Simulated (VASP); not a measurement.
# PbSe (F-43m) in VASP: a series of runs

Aim: see how the results for PbSe move with the level of theory and the settings. Levels: PBE-based screened hybrid, HSE06, PBE, LDA. Tasks: single point.

All numbers are computed with VASP 6.6.1; they aren't measurements. Logs are shortened: lines on timing, memory, paths and dates and some standing lists are left out, and cuts for length are marked.

## (1) The cell of the first run

Symmetry: F-43m, No. 216, cubic system. The conventional cell has a = 6.846 Å, b = 6.846 Å, c = 6.846 Å, α = 90.00°, β = 90.00°, γ = 90.00°. Pb (site symmetry -43m) has 4 Se at 2.96 Å within 3.9 Å. Se (site symmetry -43m) has 4 Pb at 2.96 Å within 3.9 Å.

## (2) Single point, PBE-based screened hybrid

File POSCAR:

```
PbSe
1.0
    0.0000000000      3.4232041310      3.4232041310
    3.4232041310      0.0000000000      3.4232041310
    3.4232041310      3.4232041310      0.0000000000
Pb Se
1 1
Direct
    0.0000000000      0.0000000000      0.0000000000
    0.2500000000      0.2500000000      0.2500000000
```

File INCAR.step1:

```
  PREC = Accurate
  ENCUT = 520
  EDIFF = 1E-5
  ISMEAR = 0
  SIGMA = 0.01
  LREAL = F
  LASPH = T
  NELM = 80
  ALGO = Normal
  ISIF = 2
  LWAVE = T
  LCHARG = F
  GGA = PE
  NBANDS = 17
```

File INCAR.step2:

```
  PREC = Accurate
  ENCUT = 520
  EDIFF = 1E-6
  ISMEAR = 0
  SIGMA = 0.01
  LREAL = F
  LASPH = T
  NELM = 80
  ALGO = Normal
  ISIF = 2
  LWAVE = F
  LCHARG = F
  GGA = PE
  LHFCALC = T
  AEXX = 0.1
  HFSCREEN = 0.1
  PRECFOCK = Normal
  ISTART = 1
  NBANDS = 17
```

File KPOINTS:

```
Automatic mesh
0
Gamma
  4 4 4
```

Potentials or basis: VASP PAW PBE potentials, release 64 (Pb_d, Se).

The run is started by

```
$ cat potpaw_PBE.64/Pb_d/POTCAR potpaw_PBE.64/Se/POTCAR > POTCAR
$ cp INCAR.step1 INCAR
$ mpirun -np 1 vasp_std > vasp.out
$ cp INCAR.step2 INCAR
$ mpirun -np 1 vasp_std > vasp.out
```

OUTCAR:

```text
PREC = Accurate
   ENCUT = 520
   EDIFF = 1E-6
   ISMEAR = 0
   LREAL = F
   LASPH = T
   NELM = 80
   ISIF = 2
   GGA = PE
   LHFCALC = T
   AEXX = 0.1
   HFSCREEN = 0.1
   PRECFOCK = Normal
   ISTART = 1

 ion  position               nearest neighbor table
   1  0.000  0.000  0.000-   2 2.96   2 2.96   2 2.96   2 2.96
   2  0.250  0.250  0.250-   1 2.96   1 2.96   1 2.96   1 2.96

  LATTYP: Found a face centered cubic cell.
 ALAT       =     6.8464082620

  Lattice vectors:

 A1 = (   0.0000000000,   3.4232041310,   3.4232041310)
 A2 = (   3.4232041310,   0.0000000000,   3.4232041310)
 A3 = (   3.4232041310,   3.4232041310,   0.0000000000)

Analysis of symmetry for initial positions (statically):
=====================================================================
 Subroutine PRICEL returns:
 Original cell was already a primitive cell.

 Routine SETGRP: Setting up the symmetry group for a
 face centered cubic supercell.

 Subroutine GETGRP returns: Found 24 space group operations
 (whereof 24 operations were pure point group operations)
 out of a pool of 48 trial point group operations.

The static configuration has the point symmetry T_d .

Analysis of symmetry for dynamics (positions and initial velocities):
=====================================================================
 Subroutine PRICEL returns:
 Original cell was already a primitive cell.

 Routine SETGRP: Setting up the symmetry group for a
 face centered cubic supercell.

 Subroutine GETGRP returns: Found 24 space group operations
 (whereof 24 operations were pure point group operations)
 out of a pool of 48 trial point group operations.

The dynamic configuration has the point symmetry T_d .

 Subroutine INISYM returns: Found 24 space group operations
 (whereof 24 operations are pure point group operations),
 and found     1 'primitive' translations

----------------------------------------------------------------------------------------

                                     Primitive cell

  volume of cell :      80.2284

  direct lattice vectors                    reciprocal lattice vectors
     0.000000000  3.423204131  3.423204131    -0.146061988  0.146061988  0.146061988
     3.423204131  0.000000000  3.423204131     0.146061988 -0.146061988  0.146061988
     3.423204131  3.423204131  0.000000000     0.146061988  0.146061988 -0.146061988

  length of vectors
     4.841141709  4.841141709  4.841141709     0.252986784  0.252986784  0.252986784

  position of ions in fractional coordinates (direct lattice)
     0.000000000  0.000000000  0.000000000
     0.250000000  0.250000000  0.250000000

  ion indices of the primitive-cell ions
   primitive index   ion index
                 1           1
                 2           2

----------------------------------------------------------------------------------------

 KPOINTS: Automatic mesh

Automatic generation of k-mesh.
 Grid dimensions read from file:
 generate k-points for:    4    4    4

 Generating k-lattice:

  Cartesian coordinates                     Fractional coordinates (reciprocal lattice)
    -0.036515497  0.036515497  0.036515497     0.250000000  0.000000000  0.000000000
     0.036515497 -0.036515497  0.036515497     0.000000000  0.250000000  0.000000000
     0.036515497  0.036515497 -0.036515497     0.000000000  0.000000000  0.250000000

  Length of vectors
     0.063246696  0.063246696  0.063246696

  Shift w.r.t. Gamma in fractional coordinates (k-lattice)
     0.000000000  0.000000000  0.000000000

 Subroutine IBZKPT returns following result:
 ===========================================

 Found      8 irreducible k-points:

 Following reciprocal coordinates:
            Coordinates               Weight
  0.000000  0.000000  0.000000      1.000000
  0.250000  0.000000  0.000000      8.000000
  0.500000  0.000000  0.000000      4.000000
  0.250000  0.250000  0.000000      6.000000
  0.500000  0.250000  0.000000     24.000000
 -0.250000  0.250000  0.000000     12.000000
  0.500000  0.500000  0.000000      3.000000
 -0.250000  0.500000  0.250000      6.000000
   k-points           NKPTS =      8   k-points in BZ     NKDIM =     64   number of bands    NBANDS=     17
   number of dos      NEDOS =    301   number of ions     NIONS =      2
   total plane-waves  NPLWV =  46656
   dimension x,y,z NGX =    36 NGY =   36 NGZ =   36
   dimension x,y,z NGXF=    72 NGYF=   72 NGZF=   72
   ions per type =               1   1
   NGX,Y,Z   is equivalent  to a cutoff of  12.36, 12.36, 12.36 a.u.
   NGXF,Y,Z  is equivalent  to a cutoff of  24.72, 24.72, 24.72 a.u.
 SYSTEM =  unknown system
   PREC   = accura    normal or accurate (medium, high low for compatibility)
   ISTART =      1    job   : 0-new  1-cont  2-samecut
   ICHARG =      0    charge: 1-file 2-atom 10-const
   ISPIN  =      1    spin polarized calculation?
   LNONCOLLINEAR =      F non collinear calculations
   LSORBIT =      F    spin-orbit coupling
   LASPH  =      T    aspherical Exc in radial PAW
   ENCUT  =  520.0 eV  38.22 Ry    6.18 a.u.   9.00  9.00  9.00*2*pi/ulx,y,z
   NELM   =     80;   NELMIN=  2; NELMDL=  0     # of ELM steps
   EDIFF  = 0.1E-05   stopping-criterion for ELM
   LREAL  =      F    real-space projection
   EDIFFG = 0.1E-04   stopping-criterion for IOM
   NSW    =      0    number of steps for IOM
   IBRION =     -1    ionic relax: 0-MD 1-quasi-New 2-CG
   NFREE  =      0    steps in history (QN), initial steepest desc. (CG)
   ISIF   =      2    stress and relaxation
   ISYM   =      3    0-nonsym 1-usesym 2-fastsym
   POTIM  = 0.5000    time-step for ionic-motion
   TEBEG  =    0.0;   TEEND  =   0.0 temperature during run
   PSTRESS=    0.0 pullay stress
   NELECT =      20.0000    total number of electrons
   NUPDOWN=      -1.0000    fix difference up-down
   EMIN   =  10.00;   EMAX   =-10.00  energy-range for DOS
   EFERMI =   0.00;   METHOD = LEGACY
   ISMEAR =     0;   SIGMA  =   0.01  broadening in eV -4-tet -1-fermi 0-gaus
   EFERMI_NEDOS =   21; number of points for ismear=-14 and -15
   IALGO  =     38    algorithm
   IMIX   =      1    mixing-type and parameters
     AMIX     =   0.40;   BMIX     =  1.00
     AMIX_MAG =   1.60;   BMIX_MAG =  1.00
  volume/ion in A,a.u.               =      40.11       270.70
  Fermi-wavevector in a.u.,A,eV,Ry     =   1.030328  1.947037 14.443606  1.061575
  Thomas-Fermi vector in A             =   2.164420
   LORBIT       =      0    0 simple, 1 ext, 2 COOP (PROOUT), +10 PAW based schemes
   GGA     = PE    functional components
   LHFCALC =     T    Hartree Fock is set to
   PRECFOCK=normal    Normal, Fast or Accurate (Low or Medium for compatibility)
   ENCUT4O =  -1.0   cutoff for four orbital integrals eV
   NKREDX  =     1    reduce k-point grid by
   NKREDY  =     1    reduce k-point grid by
   NKREDZ  =     1    reduce k-point grid by
   AEXX    =    0.1000 exact exchange contribution
   HFSCREEN=    0.1000 screening length (either q_TF or 0.3 A-1)
   HFSCREENC=   0.1000 screening length for correlation (either q_TF or 0.3 A-1)
   ENCUTFOCK=  -1.0 apply spherical cutoff to Coloumb kernel
   IVDW    =     0    specifies the selected vdW correction
   LEPSILON=     F    determine dielectric tensor
   LRPA    =     F    only Hartree local field effects (RPA)
 non-spin polarized calculation
 Gauss-broadening in eV      SIGMA  =   0.01
  energy-cutoff  :      520.00
  volume of cell :       80.23
 maximum number of plane-waves:      2200
  NGX = 28; NGY = 28; NGZ = 28

 number of electron      20.0000005 magnetization

 Free energy of the ion-electron system (eV)
  ---------------------------------------------------
  ext. energy  EPLUGINS =         0.00000000
  ---------------------------------------------------
  free energy    TOTEN  =        -8.60651085 eV

  energy without entropy =       -8.60651085  energy(sigma->0) =       -8.60651085

 E-fermi :   2.2327     XC(G=0):  -7.1658

 val. band max:        2.1778114104   @ k =  -0.2500   0.5000   0.2500
 cond. band min:       3.0781508117   @ k =   0.5000   0.5000   0.0000
 fundamental gap:      0.9003394014
 Fermi energy:         2.2327165268

 k-point     1 :       0.0000    0.0000    0.0000
  band No.  band energies     occupation
      1     -15.3791      2.00000
      2     -15.3791      2.00000
      3     -15.3791      2.00000
      4     -15.3453      2.00000
      5     -15.3453      2.00000
      6     -11.1880      2.00000
      7      -4.4012      2.00000
      8       0.4195      2.00000
      9       0.4195      2.00000
     10       0.4195      2.00000
     11       4.6091      0.00000
     12       4.6091      0.00000
     13       4.6091      0.00000
     14       7.2127      0.00000
     15      10.8145      0.00000
     16      10.8145      0.00000
     17      11.6028      0.00000

 k-point     2 :       0.2500    0.0000    0.0000
  band No.  band energies     occupation
      1     -15.3921      2.00000
      2     -15.3745      2.00000
      3     -15.3745      2.00000
      4     -15.3449      2.00000
      5     -15.3449      2.00000
      6     -10.9086      2.00000
      7      -5.2257      2.00000
      8       0.1156      2.00000
      9       0.1156      2.00000
     10       0.3535      2.00000
     11       4.8368      0.00000
     12       5.0962      0.00000
     13       5.0962      0.00000
     14       8.9003      0.00000
     15       9.9698      0.00000
     16       9.9698      0.00000
     17      11.0813      0.00000

 k-point     3 :       0.5000    0.0000    0.0000
  band No.  band energies     occupation
      1     -15.4049      2.00000
      2     -15.3710      2.00000
      3     -15.3710      2.00000
      4     -15.3432      2.00000
      5     -15.3432      2.00000
      6     -10.5675      2.00000
      7      -6.0136      2.00000
      8      -0.1336      2.00000
      9      -0.1336      2.00000
     10       0.0831      2.00000
     11       5.3932      0.00000
     12       5.3932      0.00000
     13       6.1946      0.00000
     14       9.0465      0.00000
     15      10.4961      0.00000
     16      10.9746      0.00000
     17      10.9746      0.00000

 k-point     4 :       0.2500    0.2500    0.0000
  band No.  band energies     occupation
      1     -15.4020      2.00000
      2     -15.3692      2.00000
      3     -15.3692      2.00000
      4     -15.3485      2.00000
      5     -15.3424      2.00000
      6     -10.8106      2.00000
      7      -5.4346      2.00000
      8      -0.3202      2.00000
      9      -0.3202      2.00000
     10       1.2797      2.00000
     11       3.4919      0.00000
     12       5.9466      0.00000
     13       5.9466      0.00000
     14       8.2143      0.00000
     15       9.9948      0.00000
     16      11.3740      0.00000
     17      13.0927      0.00000

 k-point     5 :       0.5000    0.2500    0.0000
  band No.  band energies     occupation
      1     -15.4127      2.00000
      2     -15.3665      2.00000
      3     -15.3647      2.00000
      4     -15.3479      2.00000
      5     -15.3418      2.00000
      6     -10.4545      2.00000
      7      -6.1607      2.00000
      8      -1.0806      2.00000
      9      -0.5308      2.00000
     10       1.5693      2.00000
     11       4.2237      0.00000
     12       6.2160      0.00000
     13       6.3834      0.00000
     14       8.7815      0.00000
     15      10.6235      0.00000
     16      11.3509      0.00000
     17      12.0246      0.00000

 k-point     6 :      -0.2500    0.2500    0.0000
  band No.  band energies     occupation
      1     -15.4053      2.00000
      2     -15.3694      2.00000
      3     -15.3689      2.00000
      4     -15.3453      2.00000
      5     -15.3442      2.00000
      6     -10.5783      2.00000
      7      -5.9313      2.00000
      8      -1.0812      2.00000
      9      -0.1522      2.00000
     10       1.3145      2.00000
     11       5.0045      0.00000
     12       5.5667      0.00000
     13       5.6436      0.00000
     14       9.5873      0.00000
     15       9.6246      0.00000
     16      10.7537      0.00000
     17      12.0246      0.00000

 k-point     7 :       0.5000    0.5000    0.0000
  band No.  band energies     occupation
      1     -15.4237      2.00000
      2     -15.3592      2.00000
      3     -15.3592      2.00000
      4     -15.3522      2.00000
      5     -15.3395      2.00000
      6     -10.3259      2.00000
      7      -6.3852      2.00000
      8      -0.8557      2.00000
      9      -0.8557      2.00000
     10       1.6186      2.00000
     11       3.0782      0.00000
     12       7.4672      0.00000
     13       7.4672      0.00000
     14       8.4748      0.00000
     15      10.5153      0.00000
     16      12.3597      0.00000
     17      12.5243      0.00000

 k-point     8 :      -0.2500    0.5000    0.2500
  band No.  band energies     occupation
      1     -15.4162      2.00000
      2     -15.3673      2.00000
      3     -15.3599      2.00000
      4     -15.3482      2.00000
      5     -15.3426      2.00000
      6     -10.3210      2.00000
      7      -6.3712      2.00000
      8      -1.1304      2.00000
      9      -1.0614      2.00000
     10       2.1778      2.00000
     11       4.6772      0.00000
     12       5.2557      0.00000
     13       7.0981      0.00000
     14       8.4333      0.00000
     15      10.8494      0.00000
     16      11.8472      0.00000
     17      11.9510      0.00000

------------------------ aborting loop because EDIFF is reached ----------------------------------------

  FORCE on cell =-STRESS in cart. coord.  units (eV):
  Direction    XX          YY          ZZ          XY          YZ          ZX
  --------------------------------------------------------------------------------------
  -------------------------------------------------------------------------------------
  Total        0.1821825      0.1821825      0.1821825      0.0000000      0.0000000      0.0000000
  in kB        3.6382182      3.6382182      3.6382182      0.0000000      0.0000000      0.0000000
  external PRESSURE =       3.6382182 kB  Pullay stress =       0.0000000 kB

 VOLUME and BASIS-vectors are now :
 -----------------------------------------------------------------------------
  energy-cutoff  :      520.00
  volume of cell :       80.23
      direct lattice vectors                 reciprocal lattice vectors
     0.000000000  3.423204131  3.423204131    -0.146061988  0.146061988  0.146061988
     3.423204131  0.000000000  3.423204131     0.146061988 -0.146061988  0.146061988
     3.423204131  3.423204131  0.000000000     0.146061988  0.146061988 -0.146061988

 POSITION                                       TOTAL-FORCE (eV/Angst)
 -----------------------------------------------------------------------------------
      0.00000      0.00000      0.00000        -0.000000     -0.000000     -0.000000
      1.71160      1.71160      1.71160         0.000000      0.000000      0.000000
 -----------------------------------------------------------------------------------
    total drift:                                0.000001      0.000008      0.000005

  FREE ENERGIE OF THE ION-ELECTRON SYSTEM (eV)
  ---------------------------------------------------
  free  energy   TOTEN  =        -8.6065108513 eV

  energy  without entropy=       -8.6065108513  energy(sigma->0) =       -8.60651085
```

Wall time 7.3 min (1 thread of Intel Xeon Platinum 8488C (Sapphire Rapids), shared host); peak memory 0.32 GiB.

What came out:

| Property | Result |
| --- | --- |
| Free energy | -8.6065 eV |
| Pressure | 0.4 GPa |
| Band gap on the k mesh | 0.90 eV, indirect (least direct gap 1.46 eV) |

Levels at points of the mesh, in eV from the valence-band top:
```csv
k point,band 7,band 8,band 9,band 10,band 11,band 12,band 13,band 14
"(0.00, 0.00, 0.00)",-6.58,-1.76,-1.76,-1.76,2.43,2.43,2.43,5.03
"(0.50, 0.00, 0.00)",-8.19,-2.31,-2.31,-2.09,3.22,3.22,4.02,6.87
"(0.50, 0.50, 0.00)",-8.56,-3.03,-3.03,-0.56,0.90,5.29,5.29,6.30
```

Caveat: the PAW data sets were made with another functional, which shifts forces and pressure a little; spin-orbit coupling is left out, which moves the levels of the heavy elements.

## (3) Single point, HSE06

POSCAR is that of step 2.

File INCAR.step1:

```
PREC = Accurate
ENCUT = 520
EDIFF = 1E-5
ISMEAR = 0
SIGMA = 0.01
LREAL = F
LASPH = T
NELM = 80
ALGO = Normal
ISIF = 2
LWAVE = T
LCHARG = F
NBANDS = 17
GGA = PE
```

File INCAR.step2:

```
PREC = Accurate
ENCUT = 520
EDIFF = 1E-6
ISMEAR = 0
SIGMA = 0.01
LREAL = F
LASPH = T
NELM = 80
ALGO = Normal
ISIF = 2
LWAVE = F
LCHARG = F
GGA = PE
LHFCALC = T
HFSCREEN = 0.2079
PRECFOCK = Normal
NBANDS = 17
ISTART = 1
```

KPOINTS is that of step 2.

Potentials or basis: VASP PAW PBE potentials, release 64 (Pb_d, Se).

The run is started by

```
$ cat potpaw_PBE.64/Pb_d/POTCAR potpaw_PBE.64/Se/POTCAR > POTCAR
$ cp INCAR.step1 INCAR
$ mpirun -np 1 vasp_std > vasp.out
$ cp INCAR.step2 INCAR
$ mpirun -np 1 vasp_std > vasp.out
```

Run time: 10 min. Hardware: 1 thread of Intel Xeon Platinum 8488C (Sapphire Rapids), shared host; peak memory 0.32 GiB.

Results (log left out):

```
Free energy            : -9.3131 eV
Pressure               : 0.0 GPa
Band gap on the k mesh : 1.07 eV, indirect (least direct gap 1.66 eV)
```

Levels at points of the mesh, in eV from the valence-band top:
```
           k point  band 7  band 8  band 9  band 10  band 11  band 12  band 13  band 14
(0.00, 0.00, 0.00)   -6.76   -1.91   -1.91    -1.91     2.66     2.66     2.66     5.26
(0.50, 0.00, 0.00)   -8.54   -2.48   -2.48    -2.15     3.46     3.46     4.29     7.11
(0.50, 0.50, 0.00)   -8.93   -3.23   -3.23    -0.58     1.07     5.64     5.64     6.56
```

Caveat: the PAW data sets were made with another functional, which shifts forces and pressure a little; spin-orbit coupling is left out, which moves the levels of the heavy elements.

## (4) Single point, PBE

File INCAR:

```
  PREC = Accurate
  ENCUT = 500
  EDIFF = 1E-6
  ISMEAR = 0
  SIGMA = 0.01
  LREAL = False
  LASPH = True
  NELM = 120
  ALGO = Normal
  ISIF = 2
  LWAVE = False
  LCHARG = False
  GGA = PE
  NBANDS = 17
  GGA_COMPAT = False
```

File KPOINTS:

```
Automatic mesh
0
Gamma
  2 2 2
```

POSCAR is that of step 3.

The run is started by

```
$ cat potpaw_PBE.64/Pb_d/POTCAR potpaw_PBE.64/Se/POTCAR > POTCAR
$ mpirun -np 1 vasp_std > vasp.out
```

It took 9.6 s on 1 thread of Intel Xeon 6975P-C, shared host; peak memory 0.2 GiB.

The run converged. Its results:

```
Free energy            : -8.0570 eV
Pressure               : -0.3 GPa
Band gap on the k mesh : 1.17 eV, direct
```

Levels at points of the mesh, in eV from the valence-band top:
| k point | band 6 | band 7 | band 8 | band 9 | band 10 | band 11 | band 12 | band 13 | band 14 | band 15 |
| --- | --- | --- | --- | --- | --- | --- | --- | --- | --- | --- |
| (0.00, 0.00, 0.00) | -12.27 | -5.88 | -1.10 | -1.10 | -1.10 | 2.64 | 2.64 | 2.64 | 5.20 | 8.76 |
| (0.50, 0.00, 0.00) | -11.67 | -7.37 | -1.63 | -1.63 | -1.49 | 3.40 | 3.40 | 4.18 | 7.04 | 8.39 |
| (0.50, 0.50, 0.00) | -11.44 | -7.72 | -2.32 | -2.32 | 0.00 | 1.17 | 5.38 | 5.38 | 6.39 | 8.49 |

Caveat: the k points lie up to 0.79 Å⁻¹ apart; spin-orbit coupling is left out, which moves the levels of the heavy elements. A k mesh can miss the band edges.

(Continued in part 2 of 2.)
